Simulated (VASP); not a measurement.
A run of VASP 6.6.1 is set up as follows.

The input INCAR:

```
  PREC = Accurate
  ENCUT = 520
  EDIFF = 1E-7
  ISMEAR = -1
  SIGMA = 0.05
  LREAL = F
  LASPH = T
  NELM = 80
  ALGO = Normal
  ISIF = 2
  LWAVE = F
  LCHARG = F
  GGA = PE
  NBANDS = 26
```

KPOINTS

```
Automatic mesh
0
Gamma
  5 5 8
```

POSCAR

```
CoCl2O2
1.0
    3.5808710000     -3.9269530000      0.0000000000
    3.5808710000      3.9269530000      0.0000000000
   -0.4203970000      0.0000000000      3.4576140000
Co Cl O
1 2 2
Direct
    0.0000000000      0.0000000000      0.0000000000
    0.7655230000      0.7655230000      0.4279410000
    0.2344770000      0.2344770000      0.5720590000
    0.7918370000      0.2081630000      0.0000000000
    0.2081630000      0.7918370000      0.0000000000
```

Potentials or basis: VASP PAW PBE potentials, release 64 (Co, Cl, O).

The run is started by

```console
$ cat potpaw_PBE.64/Co/POTCAR potpaw_PBE.64/Cl/POTCAR potpaw_PBE.64/O/POTCAR > POTCAR
$ mpirun -np 1 vasp_std > vasp.out
```

Q: Predict the pressure.

A: -1.9 GPa.

Q: Estimate the largest force.

A: 0.499 eV/Å.

Forces on the atoms (eV/Å):
```
Co   0.000  0.000  0.000
Cl   0.361  0.000  0.130
Cl  -0.361  0.000 -0.130
O    0.000 -0.499  0.000
O    0.000  0.499  0.000
```

Caveat: an odd number of electrons without spin polarisation forces a metal; a magnetic or distorted state may lie lower; the run has no spin polarisation, though such a crystal can be magnetic; semilocal functionals often make such compounds metallic where correlation or magnetic order opens a gap, which also shifts bond lengths. Spin polarisation is off, so any magnetic state and its effect on volume and gap are missing.
